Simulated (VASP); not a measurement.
# BP (F-43m) in VASP: notebook

Aim: see how the results for BP move with the level of theory and the settings. Levels: PBEsol, r2SCAN. Tasks: single point.

Program: VASP 6.6.1. These are calculated values, not measurements. Logs are shortened: lines on timing, memory, paths and dates and some standing lists are left out, and cuts for length are marked.

### Step 1. The cell of the first run

It takes space group F-43m (No. 216, cubic). The conventional cell has a = 4.520 Å, b = 4.520 Å, c = 4.520 Å, α = 90.00°, β = 90.00°, γ = 90.00°. Within 2.6 Å of B (site symmetry -43m) lie 4 P at 1.96 Å. Within 2.6 Å of P (site symmetry -43m) lie 4 B at 1.96 Å.

### Step 2. Single point, PBEsol

The input, INCAR:

```
  PREC = Accurate
  ENCUT = 520
  EDIFF = 1E-6
  ISMEAR = -1
  SIGMA = 0.05
  LREAL = False
  LASPH = True
  NELM = 60
  ALGO = Normal
  ISIF = 2
  LWAVE = False
  LCHARG = False
  GGA = PS
  NBANDS = 11
```

The input, KPOINTS:

```
Automatic mesh
0
Gamma
  9 9 9
```

The input, POSCAR:

```
BP
1.0
    0.0000000000      2.2600950000      2.2600950000
    2.2600950000      0.0000000000      2.2600950000
    2.2600950000      2.2600950000      0.0000000000
B P
1 1
Direct
    0.0000000000      0.0000000000      0.0000000000
    0.2500000000      0.2500000000      0.2500000000
```

Potentials or basis: VASP PAW PBE potentials, release 64 (B, P).

Run with:

```sh
$ cat potpaw_PBE.64/B/POTCAR potpaw_PBE.64/P/POTCAR > POTCAR
$ mpirun -np 1 vasp_std > vasp.out
```

OUTCAR:

```text
PREC = Accurate
   ENCUT = 520
   EDIFF = 1E-6
   ISMEAR = -1
   LREAL = False
   LASPH = True
   NELM = 60
   ISIF = 2
   GGA = PS

 ion  position               nearest neighbor table
   1  0.000  0.000  0.000-   2 1.96   2 1.96   2 1.96   2 1.96
   2  0.250  0.250  0.250-   1 1.96   1 1.96   1 1.96   1 1.96

  LATTYP: Found a face centered cubic cell.
 ALAT       =     4.5201900000

  Lattice vectors:

 A1 = (   0.0000000000,   2.2600950000,   2.2600950000)
 A2 = (   2.2600950000,   0.0000000000,   2.2600950000)
 A3 = (   2.2600950000,   2.2600950000,   0.0000000000)

Analysis of symmetry for initial positions (statically):
=====================================================================
 Subroutine PRICEL returns:
 Original cell was already a primitive cell.

 Routine SETGRP: Setting up the symmetry group for a
 face centered cubic supercell.

 Subroutine GETGRP returns: Found 24 space group operations
 (whereof 24 operations were pure point group operations)
 out of a pool of 48 trial point group operations.

The static configuration has the point symmetry T_d .

Analysis of symmetry for dynamics (positions and initial velocities):
=====================================================================
 Subroutine PRICEL returns:
 Original cell was already a primitive cell.

 Routine SETGRP: Setting up the symmetry group for a
 face centered cubic supercell.

 Subroutine GETGRP returns: Found 24 space group operations
 (whereof 24 operations were pure point group operations)
 out of a pool of 48 trial point group operations.

The dynamic configuration has the point symmetry T_d .

 Subroutine INISYM returns: Found 24 space group operations
 (whereof 24 operations are pure point group operations),
 and found     1 'primitive' translations

----------------------------------------------------------------------------------------

                                     Primitive cell

  volume of cell :      23.0893

  direct lattice vectors                    reciprocal lattice vectors
     0.000000000  2.260095000  2.260095000    -0.221229639  0.221229639  0.221229639
     2.260095000  0.000000000  2.260095000     0.221229639 -0.221229639  0.221229639
     2.260095000  2.260095000  0.000000000     0.221229639  0.221229639 -0.221229639

  length of vectors
     3.196257001  3.196257001  3.196257001     0.383180974  0.383180974  0.383180974

[... 86 lines left out ...]
   ISIF   =      2    stress and relaxation
   ISYM   =      2    0-nonsym 1-usesym 2-fastsym
   POTIM  = 0.5000    time-step for ionic-motion
   TEBEG  =    0.0;   TEEND  =   0.0 temperature during run
   PSTRESS=    0.0 pullay stress
   NELECT =       8.0000    total number of electrons
   NUPDOWN=      -1.0000    fix difference up-down
   EMIN   =  10.00;   EMAX   =-10.00  energy-range for DOS
   EFERMI =   0.00;   METHOD = LEGACY
   ISMEAR =    -1;   SIGMA  =   0.05  broadening in eV -4-tet -1-fermi 0-gaus
   EFERMI_NEDOS =   21; number of points for ismear=-14 and -15
   IALGO  =     38    algorithm
   IMIX   =      4    mixing-type and parameters
     AMIX     =   0.40;   BMIX     =  1.00
     AMIX_MAG =   1.60;   BMIX_MAG =  1.00
  volume/ion in A,a.u.               =      11.54        77.91
  Fermi-wavevector in a.u.,A,eV,Ry     =   1.149833  2.172869 17.988482  1.322116
  Thomas-Fermi vector in A             =   2.286500
   LORBIT       =      0    0 simple, 1 ext, 2 COOP (PROOUT), +10 PAW based schemes
   GGA     = PS    functional components
   LHFCALC =     F    Hartree Fock is set to
   AEXX    =    0.0000 exact exchange contribution
   IVDW    =     0    specifies the selected vdW correction
   LEPSILON=     F    determine dielectric tensor
   LRPA    =     F    only Hartree local field effects (RPA)
 non-spin polarized calculation
  energy-cutoff  :      520.00
  volume of cell :       23.09
 maximum number of plane-waves:       634
   NGX = 11   NGY = 11   NGZ = 11

 number of electron       8.0000001 magnetization

 Free energy of the ion-electron system (eV)
  ---------------------------------------------------
  ext. energy  EPLUGINS =         0.00000000
  ---------------------------------------------------
  free energy    TOTEN  =       -13.67307670 eV

  energy without entropy =      -13.67307651  energy(sigma->0) =      -13.67307660

 E-fermi :   8.0904     XC(G=0): -11.0954

 val. band max:        7.5458109920   @ k =   0.0000   0.0000   0.0000
 cond. band min:       8.6721851702   @ k =   0.4444   0.4444   0.0000
 fundamental gap:      1.1263741783
 Fermi energy:         8.0904362447

 k-point     1 :       0.0000    0.0000    0.0000
  band No.  band energies     occupation
      1      -8.0581      2.00000
      2       7.5458      1.99996
      3       7.5458      1.99996
      4       7.5458      1.99996
      5      10.9201      0.00000
      6      10.9201      0.00000
      7      10.9201      0.00000
      8      15.0677      0.00000
      9      18.8694      0.00000
     10      19.7019      0.00000
     11      19.7019      0.00000
[... 309 lines left out ...]
 k-point    24 :       0.4444    0.4444    0.0000
  band No.  band energies     occupation
      1      -3.6471      2.00000
      2      -0.5026      2.00000
      3       3.4279      2.00000
      4       3.4279      2.00000
      5       8.6722      0.00002
      6       9.3195      0.00000
      7      19.3523      0.00000
      8      19.3523      0.00000
      9      22.6262      0.00000
     10      24.0723      0.00000
     11      26.0569      0.00000

 [... further k-points ...]

------------------------ aborting loop because EDIFF is reached ----------------------------------------

  FORCE on cell =-STRESS in cart. coord.  units (eV):
  Direction    XX          YY          ZZ          XY          YZ          ZX
  --------------------------------------------------------------------------------------
  -------------------------------------------------------------------------------------
  Total        0.0148571      0.0148571      0.0148571      0.0000000      0.0000000      0.0000000
  in kB        1.0309434      1.0309434      1.0309434      0.0000000      0.0000000      0.0000000
  external PRESSURE =       1.0309434 kB  Pullay stress =       0.0000000 kB

 VOLUME and BASIS-vectors are now :
 -----------------------------------------------------------------------------
  energy-cutoff  :      520.00
  volume of cell :       23.09
      direct lattice vectors                 reciprocal lattice vectors
     0.000000000  2.260095000  2.260095000    -0.221229639  0.221229639  0.221229639
     2.260095000  0.000000000  2.260095000     0.221229639 -0.221229639  0.221229639
     2.260095000  2.260095000  0.000000000     0.221229639  0.221229639 -0.221229639

 POSITION                                       TOTAL-FORCE (eV/Angst)
 -----------------------------------------------------------------------------------
      0.00000      0.00000      0.00000         0.000000     -0.000000      0.000000
      1.13005      1.13005      1.13005        -0.000000      0.000000     -0.000000
 -----------------------------------------------------------------------------------
    total drift:                                0.000000      0.000000      0.000000

  FREE ENERGIE OF THE ION-ELECTRON SYSTEM (eV)
  ---------------------------------------------------
  free  energy   TOTEN  =       -13.6730766979 eV

  energy  without entropy=      -13.6730765068  energy(sigma->0) =      -13.67307660
```

stdout:

```text
POSCAR found type information on POSCAR B P
 POSCAR found :  2 types and       2 ions
 scaLAPACK will be used
 -----------------------------------------------------------------------------
|                                                                             |
|                                                                             |
|     You enforced a specific xc type in the INCAR file but a different       |
|     I HOPE YOU KNOW WHAT YOU ARE DOING!                                     |
|                                                                             |
 -----------------------------------------------------------------------------

 LDA part: xc-table for (Slater+PW92), standard interpolation
 POSCAR, INCAR and KPOINTS ok, starting setup
 FFT: planning ... GRIDC
 FFT: planning ... GRID_SOFT
 FFT: planning ... GRID
 WAVECAR not read
 entering main loop
```

It took 18 s on 1 thread of AMD EPYC 7R13, shared host; peak memory 0.1 GiB.

What came out:

- Free energy: -13.6731 eV
- Pressure: 0.1 GPa
- Band gap on the k mesh: 1.13 eV, indirect (least direct gap 3.37 eV)

Caveat: the PAW data sets were made with another functional, which shifts forces and pressure a little. As with any semilocal functional, this PBEsol gap is likely too small.

### Step 3. Single point, r2SCAN

POSCAR is that of step 2.

The input, INCAR.step1:

```
PREC     = Accurate       # precision mode
ENCUT    = 520            # plane-wave cutoff, eV
ISMEAR   = -1             # smearing method
SIGMA    = 0.05           # smearing width, eV
LREAL    = False          # projectors in reciprocal space
LASPH    = True           # aspherical terms in the spheres
NELM     = 60             # most SCF steps
NBANDS   = 11             # bands
GGA      = PE             # functional
ALGO     = Normal         # electronic algorithm
EDIFF    = 1E-4           # SCF threshold, eV
LWAVE    = True           # write WAVECAR
LCHARG   = False          # write CHGCAR
```

The input, INCAR.step2:

```
PREC     = Accurate       # precision mode
ENCUT    = 520            # plane-wave cutoff, eV
EDIFF    = 1E-7           # SCF threshold, eV
ISMEAR   = -1             # smearing method
SIGMA    = 0.05           # smearing width, eV
LREAL    = False          # projectors in reciprocal space
LASPH    = True           # aspherical terms in the spheres
NELM     = 60             # most SCF steps
ALGO     = Normal         # electronic algorithm
ISIF     = 2              # what is computed and relaxed
LWAVE    = False          # write WAVECAR
LCHARG   = True           # write CHGCAR
METAGGA  = R2SCAN         # meta-GGA
LMIXTAU  = True         
LELF     = True           # ELF
LVHAR    = True         
NBANDS   = 11             # bands
ISTART   = 1
```

The input, KPOINTS:

```
regular mesh
0
Gamma
  9 9 9
```

Potentials or basis: VASP PAW PBE potentials, release 64 (B, P).

Run with:

```sh
$ cat potpaw_PBE.64/B/POTCAR potpaw_PBE.64/P/POTCAR > POTCAR
$ cp INCAR.step1 INCAR
$ mpirun -np 1 vasp_std > vasp.out
$ cp INCAR.step2 INCAR
$ mpirun -np 1 vasp_std > vasp.out
```

It took 93 s on 1 thread of AMD EPYC 7R13, shared host; peak memory 0.11 GiB.

It converged, with:

```yaml
Free_energy: -17.3100 eV
Pressure: 1.4 GPa
Band_gap_on_the_k_mesh: 1.44 eV, indirect (least direct gap 3.66 eV)
```

Levels at points of the mesh, in eV from the valence-band top:
```tsv
k point	band 1	band 2	band 3	band 4	band 5	band 6	band 7	band 8	band 9
(0.00, 0.00, 0.00)	-16.37	0.00	0.00	0.00	3.66	3.66	3.66	8.20	12.49
```

Caveat: the PAW data sets were made with another functional, which shifts forces and pressure a little.
